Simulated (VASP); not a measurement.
# Al3Cu (P4/mmm) in VASP: further runs

Al3Cu is run at these levels: PBEsol; tasks: single point.

All numbers are computed with VASP 6.6.1; they aren't measurements. Logs are shortened: lines on timing, memory, paths and dates and some standing lists are left out, and cuts for length are marked.

**1. The cell of the first run**

It takes space group P4/mmm (No. 123, tetragonal). The conventional cell has a = 2.778 Å, b = 2.778 Å, c = 7.513 Å, α = 90.00°, β = 90.00°, γ = 90.00°. Al (site symmetry 4/mmm) has 16 Al at 2.78 to 3.93 Å and 2 Cu at 3.76 Å within 4.0 Å. Within 3.4 Å of Al (site symmetry 4mm) lie 4 Cu at 2.60 Å and 9 Al at 2.78 to 3.40 Å. Cu (site symmetry 4/mmm) has 8 Al at 2.60 Å and 4 Cu at 2.78 Å within 3.4 Å.

**2. Single point, PBEsol**

Input file INCAR:

```
SYSTEM = Al3Cu
ALGO = Fast ; EDIFF = 1E-7
ENCUT = 520 ; GGA = PS
ISIF = 2 ; ISMEAR = 0
LASPH = .True. ; LCHARG = .False.
LREAL = .False. ; LWAVE = .False.
NBANDS = 18 ; NELM = 80
PREC = Accurate ; SIGMA = 0.1
```

Input file KPOINTS:

```
k-points
0
Gamma
  14 14 6
  0 0 0
```

Input file POSCAR:

```
Al3Cu
1.0
    2.7784054294      0.0000000000      0.0000000000
    0.0000000000      2.7784054294      0.0000000000
    0.0000000000      0.0000000000      7.5134034100
Al Cu
3 1
Direct
    0.0000000000      0.0000000000      0.5000000000
    0.5000000000      0.5000000000      0.2261155100
    0.5000000000      0.5000000000      0.7738844900
    0.0000000000      0.0000000000      0.0000000000
```

Potentials or basis: VASP PAW PBE potentials, release 64 (Al, Cu).

Started as:

```console
> cat potpaw_PBE.64/Al/POTCAR potpaw_PBE.64/Cu/POTCAR > POTCAR
> mpirun -np 1 vasp_std > vasp.out
```

OUTCAR:

```text
SYSTEM = Al3Cu
   EDIFF = 1E-7
   ENCUT = 520
   GGA = PS
   ISIF = 2
   ISMEAR = 0
   LASPH = .True.
   LREAL = .False.
   NELM = 80
   PREC = Accurate

 ion  position               nearest neighbor table
   1  0.000  0.000  0.500-   2 2.85   3 2.85   2 2.85   3 2.85   2 2.85   3 2.85   2 2.85   3 2.85

   2  0.500  0.500  0.226-   4 2.60   4 2.60   4 2.60   4 2.60   1 2.85   1 2.85   1 2.85   1 2.85

   3  0.500  0.500  0.774-   4 2.60   4 2.60   4 2.60   4 2.60   1 2.85   1 2.85   1 2.85   1 2.85

   4  0.000  0.000  0.000-   2 2.60   3 2.60   2 2.60   3 2.60   2 2.60   3 2.60   2 2.60   3 2.60

  LATTYP: Found a simple tetragonal cell.
 ALAT       =     2.7784054294
 C/A-ratio  =     2.7042141980

  Lattice vectors:

 A1 = (   2.7784054294,   0.0000000000,   0.0000000000)
 A2 = (   0.0000000000,   2.7784054294,   0.0000000000)
 A3 = (   0.0000000000,   0.0000000000,   7.5134034100)

Analysis of symmetry for initial positions (statically):
=====================================================================
 Subroutine PRICEL returns:
 Original cell was already a primitive cell.

 Routine SETGRP: Setting up the symmetry group for a
 simple tetragonal supercell.

 Subroutine GETGRP returns: Found 16 space group operations
 (whereof 16 operations were pure point group operations)
 out of a pool of 16 trial point group operations.

The static configuration has the point symmetry D_4h.

Analysis of symmetry for dynamics (positions and initial velocities):
=====================================================================
 Subroutine PRICEL returns:
 Original cell was already a primitive cell.

 Routine SETGRP: Setting up the symmetry group for a
 simple tetragonal supercell.

 Subroutine GETGRP returns: Found 16 space group operations
 (whereof 16 operations were pure point group operations)
 out of a pool of 16 trial point group operations.

The dynamic configuration has the point symmetry D_4h.

 Subroutine INISYM returns: Found 16 space group operations
 (whereof 16 operations are pure point group operations),
 and found     1 'primitive' translations

----------------------------------------------------------------------------------------

                                     Primitive cell

  volume of cell :      58.0000

  direct lattice vectors                    reciprocal lattice vectors
     2.778405429  0.000000000  0.000000000     0.359918675  0.000000000  0.000000000
     0.000000000  2.778405429  0.000000000     0.000000000  0.359918675  0.000000000
     0.000000000  0.000000000  7.513403410     0.000000000  0.000000000  0.133095476

  length of vectors
     2.778405429  2.778405429  7.513403410     0.359918675  0.359918675  0.133095476

  position of ions in fractional coordinates (direct lattice)
     0.000000000  0.000000000  0.500000000
     0.500000000  0.500000000  0.226115510
     0.500000000  0.500000000  0.773884490
     0.000000000  0.000000000  0.000000000

  ion indices of the primitive-cell ions
   primitive index   ion index
                 1           1
                 2           2
                 3           3
                 4           4

----------------------------------------------------------------------------------------

 KPOINTS: k-points

Automatic generation of k-mesh.
 Grid dimensions read from file:
 generate k-points for:   14   14    6

 Generating k-lattice:

  Cartesian coordinates                     Fractional coordinates (reciprocal lattice)
     0.025708477  0.000000000  0.000000000     0.071428571  0.000000000  0.000000000
     0.000000000  0.025708477  0.000000000     0.000000000  0.071428571  0.000000000
     0.000000000  0.000000000  0.022182579     0.000000000  0.000000000  0.166666667

  Length of vectors
     0.025708477  0.025708477  0.022182579

  Shift w.r.t. Gamma in fractional coordinates (k-lattice)
     0.000000000  0.000000000  0.000000000

 Subroutine IBZKPT returns following result:
 ===========================================

 Found    144 irreducible k-points:

 Following reciprocal coordinates:
            Coordinates               Weight
  0.000000  0.000000  0.000000      1.000000
  0.071429  0.000000  0.000000      4.000000
  0.142857  0.000000  0.000000      4.000000
  0.214286  0.000000  0.000000      4.000000
  0.285714  0.000000  0.000000      4.000000
  0.357143  0.000000  0.000000      4.000000
[... 16 lines left out ...]
  0.285714  0.214286  0.000000      8.000000
  0.357143  0.214286  0.000000      8.000000
 [... further k-points ...]
   k-points           NKPTS =    144   k-points in BZ     NKDIM =    144   number of bands    NBANDS=     18
   number of dos      NEDOS =    301   number of ions     NIONS =      4
   total plane-waves  NPLWV =  32256
   dimension x,y,z NGX =    24 NGY =   24 NGZ =   56
   dimension x,y,z NGXF=    48 NGYF=   48 NGZF=  112
   ions per type =               3   1
   NGX,Y,Z   is equivalent  to a cutoff of  14.36, 14.36, 12.39 a.u.
   NGXF,Y,Z  is equivalent  to a cutoff of  28.72, 28.72, 24.78 a.u.
 SYSTEM =  Al3Cu
   PREC   = accura    normal or accurate (medium, high low for compatibility)
   ISTART =      0    job   : 0-new  1-cont  2-samecut
   ICHARG =      2    charge: 1-file 2-atom 10-const
   ISPIN  =      1    spin polarized calculation?
   LNONCOLLINEAR =      F non collinear calculations
   LSORBIT =      F    spin-orbit coupling
   LASPH  =      T    aspherical Exc in radial PAW
   ENCUT  =  520.0 eV  38.22 Ry    6.18 a.u.   5.17  5.17 13.97*2*pi/ulx,y,z
   NELM   =     80;   NELMIN=  2; NELMDL= -5     # of ELM steps
   EDIFF  = 0.1E-06   stopping-criterion for ELM
   LREAL  =      F    real-space projection
   EDIFFG = 0.1E-05   stopping-criterion for IOM
   NSW    =      0    number of steps for IOM
   IBRION =     -1    ionic relax: 0-MD 1-quasi-New 2-CG
   NFREE  =      0    steps in history (QN), initial steepest desc. (CG)
   ISIF   =      2    stress and relaxation
   ISYM   =      2    0-nonsym 1-usesym 2-fastsym
   POTIM  = 0.5000    time-step for ionic-motion
   TEBEG  =    0.0;   TEEND  =   0.0 temperature during run
   PSTRESS=    0.0 pullay stress
   NELECT =      20.0000    total number of electrons
   NUPDOWN=      -1.0000    fix difference up-down
   EMIN   =  10.00;   EMAX   =-10.00  energy-range for DOS
   EFERMI =   0.00;   METHOD = LEGACY
   ISMEAR =     0;   SIGMA  =   0.10  broadening in eV -4-tet -1-fermi 0-gaus
   EFERMI_NEDOS =   21; number of points for ismear=-14 and -15
   IALGO  =     68    algorithm
   IMIX   =      4    mixing-type and parameters
     AMIX     =   0.40;   BMIX     =  1.00
     AMIX_MAG =   1.60;   BMIX_MAG =  1.00
  volume/ion in A,a.u.               =      14.50        97.85
  Fermi-wavevector in a.u.,A,eV,Ry     =   1.148001  2.169407 17.931197  1.317906
  Thomas-Fermi vector in A             =   2.284678
   LORBIT       =      0    0 simple, 1 ext, 2 COOP (PROOUT), +10 PAW based schemes
   GGA     = PS    functional components
   LHFCALC =     F    Hartree Fock is set to
   AEXX    =    0.0000 exact exchange contribution
   IVDW    =     0    specifies the selected vdW correction
   LEPSILON=     F    determine dielectric tensor
   LRPA    =     F    only Hartree local field effects (RPA)
 non-spin polarized calculation
 RMM-DIIS sequential band-by-band and
 Gauss-broadening in eV      SIGMA  =   0.10
  energy-cutoff  :      520.00
  volume of cell :       58.00
 maximum number of plane-waves:      1580
 NGX is ok and might be reduce to    24
   NGX = 11   NGY = 11   NGZ = 27

 number of electron      20.0000014 magnetization

 Free energy of the ion-electron system (eV)
  ---------------------------------------------------
  ext. energy  EPLUGINS =         0.00000000
  ---------------------------------------------------
  free energy    TOTEN  =       -16.97492557 eV

  energy without entropy =      -16.96903974  energy(sigma->0) =      -16.97198265

 E-fermi :   8.5976     XC(G=0): -10.9992

 val. band max:        8.5899550556   @ k =   0.4286   0.3571   0.0000
 cond. band min:       8.6188290549   @ k =   0.3571   0.2143   0.0000
 fundamental gap:      0.0288739993
 Fermi energy:         8.5976314086

 k-point     1 :       0.0000    0.0000    0.0000
  band No.  band energies     occupation
      1      -2.7672      2.00000
      2      -0.3178      2.00000
      3       0.0356      2.00000
      4       4.0520      2.00000
      5       4.1443      2.00000
      6       4.9361      2.00000
[... 10 lines left out ...]
     17      17.7174      0.00000
     18      18.7889      0.00000

 k-point     2 :       0.0714    0.0000    0.0000
  band No.  band energies     occupation
      1      -2.6686      2.00000
      2      -0.2284      2.00000
      3       0.1347      2.00000
      4       4.0702      2.00000
      5       4.1718      2.00000
      6       4.8725      2.00000
[... 10 lines left out ...]
     17      17.8264      0.00000
     18      18.1127      0.00000

 k-point     3 :       0.1429    0.0000    0.0000
  band No.  band energies     occupation
      1      -2.3733      2.00000
      2       0.0379      2.00000
      3       0.4306      2.00000
      4       4.1161      2.00000
      5       4.2501      2.00000
      6       4.7221      2.00000
[... 10 lines left out ...]
     17      18.1500      0.00000
     18      18.5120      0.00000

 k-point     4 :       0.2143    0.0000    0.0000
  band No.  band energies     occupation
      1      -1.8841      2.00000
      2       0.4744      2.00000
      3       0.9179      2.00000
      4       4.1729      2.00000
      5       4.3549      2.00000
      6       4.5481      2.00000
[... 10 lines left out ...]
     17      18.1713      0.00000
     18      18.6980      0.00000

 k-point     5 :       0.2857    0.0000    0.0000
  band No.  band energies     occupation
      1      -1.2052      2.00000
      2       1.0659      2.00000
      3       1.5853      2.00000
      4       4.2068      2.00000
      5       4.3884      2.00000
      6       4.4309      2.00000
[... 10 lines left out ...]
     17      18.3260      0.00000
     18      18.7203      0.00000

 k-point     6 :       0.3571    0.0000    0.0000
  band No.  band energies     occupation
      1      -0.3438      2.00000
      2       1.7747      2.00000
      3       2.4059      2.00000
      4       4.0172      2.00000
      5       4.2608      2.00000
      6       4.4306      2.00000
[... 10 lines left out ...]
     17      19.0929      0.00000
     18      19.4264      0.00000

 k-point     7 :       0.4286    0.0000    0.0000
  band No.  band energies     occupation
      1       0.6869      2.00000
      2       2.4891      2.00000
      3       3.0518      2.00000
      4       3.3737      2.00000
      5       4.1713      2.00000
      6       4.4446      2.00000
[... 10 lines left out ...]
     17      19.9648      0.00000
     18      20.3724      0.00000

 k-point     8 :       0.5000    0.0000    0.0000
  band No.  band energies     occupation
      1       1.7732      2.00000
      2       1.9567      2.00000
      3       2.8555      2.00000
      4       3.9028      2.00000
      5       4.1304      2.00000
      6       4.4821      2.00000
[... 10 lines left out ...]
     17      19.4040      0.00000
     18      20.6297      0.00000
[... 229 lines left out ...]
     17      15.9814      0.00000
     18      17.2355      0.00000

 k-point    20 :       0.4286    0.1429    0.0000
  band No.  band energies     occupation
      1       1.0537      2.00000
      2       2.7373      2.00000
      3       3.3632      2.00000
      4       3.5771      2.00000
      5       4.2108      2.00000
      6       4.5146      2.00000
[... 10 lines left out ...]
     17      16.6142      0.00000
     18      16.9608      0.00000

 k-point    21 :       0.5000    0.1429    0.0000
  band No.  band energies     occupation
      1       2.1485      2.00000
      2       2.2632      2.00000
      3       3.0530      2.00000
      4       4.1690      2.00000
      5       4.2098      2.00000
      6       4.2180      2.00000
[... 10 lines left out ...]
     17      15.7076      0.00000
     18      17.7042      0.00000

 k-point    22 :       0.2143    0.2143    0.0000
  band No.  band energies     occupation
      1      -1.0128      2.00000
      2       1.2362      2.00000
      3       1.7691      2.00000
      4       4.4052      2.00000
      5       4.4769      2.00000
      6       4.5669      2.00000
[... 10 lines left out ...]
     17      18.9127      0.00000
     18      18.9869      0.00000

 k-point    23 :       0.2857    0.2143    0.0000
  band No.  band energies     occupation
      1      -0.3446      2.00000
      2       1.7922      2.00000
      3       2.3939      2.00000
      4       4.4298      2.00000
      5       4.4548      2.00000
      6       4.5457      2.00000
[... 10 lines left out ...]
     17      17.2002      0.00000
     18      17.8618      0.00000

 k-point    24 :       0.3571    0.2143    0.0000
  band No.  band energies     occupation
      1       0.4997      2.00000
      2       2.4301      2.00000
      3       3.1102      2.00000
      4       4.2664      2.00000
      5       4.2950      2.00000
      6       4.6521      2.00000
[... 10 lines left out ...]
     17      15.5700      0.00000
     18      16.2210      0.00000

 [... further k-points ...]

------------------------ aborting loop because EDIFF is reached ----------------------------------------

  FORCE on cell =-STRESS in cart. coord.  units (eV):
  Direction    XX          YY          ZZ          XY          YZ          ZX
  --------------------------------------------------------------------------------------
  -------------------------------------------------------------------------------------
  Total        0.0909467      0.0909467      1.0397388      0.0000000      0.0000000      0.0000000
  in kB        2.5122876      2.5122876     28.7214858      0.0000000      0.0000000      0.0000000
  external PRESSURE =      11.2486870 kB  Pullay stress =       0.0000000 kB

 VOLUME and BASIS-vectors are now :
 -----------------------------------------------------------------------------
  energy-cutoff  :      520.00
  volume of cell :       58.00
      direct lattice vectors                 reciprocal lattice vectors
     2.778405429  0.000000000  0.000000000     0.359918675  0.000000000  0.000000000
     0.000000000  2.778405429  0.000000000     0.000000000  0.359918675  0.000000000
     0.000000000  0.000000000  7.513403410     0.000000000  0.000000000  0.133095476

 POSITION                                       TOTAL-FORCE (eV/Angst)
 -----------------------------------------------------------------------------------
      0.00000      0.00000      3.75670         0.000000      0.000000     -0.000000
      1.38920      1.38920      1.69890        -0.000000     -0.000000     -0.223997
      1.38920      1.38920      5.81451         0.000000     -0.000000      0.223997
      0.00000      0.00000      0.00000         0.000000      0.000000     -0.000000
 -----------------------------------------------------------------------------------
    total drift:                                0.000000      0.000000     -0.000000

  FREE ENERGIE OF THE ION-ELECTRON SYSTEM (eV)
  ---------------------------------------------------
  free  energy   TOTEN  =       -16.9749255676 eV

  energy  without entropy=      -16.9690397367  energy(sigma->0) =      -16.97198265
```

It took 3.8 min on 1 thread of Intel Xeon Platinum 8375C at 2.90GHz (Ice Lake), shared host; peak memory 0.27 GiB.

Results:

```yaml
Free_energy: -16.9749 eV
Pressure: 1.1 GPa
Largest_force: 0.224 eV/Å
Band_gap_on_the_k_mesh: zero (bands 10 and 11 overlap by 6.22 eV)
```

Forces on the atoms (eV/Å):
```
Al   0.000  0.000  0.000
Al   0.000  0.000 -0.224
Al   0.000  0.000  0.224
Cu   0.000  0.000  0.000
```

Stress tensor (GPa, compression positive):
```
0.25 0.00 0.00
0.00 0.25 0.00
0.00 0.00 2.87
```

Caveat: the PAW data sets were made with another functional, which shifts forces and pressure a little.

**3. Single point, PBEsol**

Input file INCAR:

```
SYSTEM = Al3Cu
ALGO     = Fast           ! electronic algorithm
EDIFF    = 1E-6           ! SCF threshold, eV
ENCUT    = 520            ! plane-wave cutoff, eV
GGA      = PS             ! functional
ISIF     = 2              ! what is computed and relaxed
ISMEAR   = 0              ! smearing method
LASPH    = .True.         ! aspherical terms in the spheres
LCHARG   = .False.        ! write CHGCAR
LREAL    = .False.        ! projectors in reciprocal space
LWAVE    = .False.        ! write WAVECAR
NBANDS   = 18             ! bands
NELM     = 60             ! most SCF steps
PREC     = Accurate       ! precision mode
SIGMA    = 0.1            ! smearing width, eV
```

Input file KPOINTS:

```
Automatic mesh
0
Gamma
  14 14 6
  0.5 0.5 0.5
```

POSCAR is that of step 2.

Potentials or basis: VASP PAW PBE potentials, release 64 (Al, Cu).

Started as:

```console
> cat potpaw_PBE.64/Al/POTCAR potpaw_PBE.64/Cu/POTCAR > POTCAR
> mpirun -np 1 vasp_std > vasp.out
```

It took 2.2 min on 1 thread of Intel Xeon Platinum 8375C at 2.90GHz (Ice Lake), shared host; peak memory 0.23 GiB.

The run converged. Its results:

```yaml
Free_energy: -16.9483 eV
Pressure: 1.1 GPa
Largest_force: 0.215 eV/Å
Band_gap_on_the_k_mesh: zero (bands 10 and 11 overlap by 5.54 eV)
```

Forces in eV/Å, atoms in the order of the input:
```
Al   0.000  0.000  0.000
Al   0.000  0.000 -0.215
Al   0.000  0.000  0.215
Cu   0.000  0.000  0.000
```

Stress tensor (GPa, compression positive):
```
0.82 0.00 0.00
0.00 0.82 0.00
0.00 0.00 1.69
```

Levels at points of the mesh, in eV from the Fermi level:
| k point | band 8 | band 9 | band 10 | band 11 | band 12 | band 13 |
| --- | --- | --- | --- | --- | --- | --- |
| (0.04, 0.04, 0.08) | -3.18 | -1.82 | 1.02 | 5.24 | 6.30 | 7.11 |

Caveat: the PAW data sets were made with another functional, which shifts forces and pressure a little.

The gap in the log of VASP goes by the Fermi energy; the results here count the filled bands.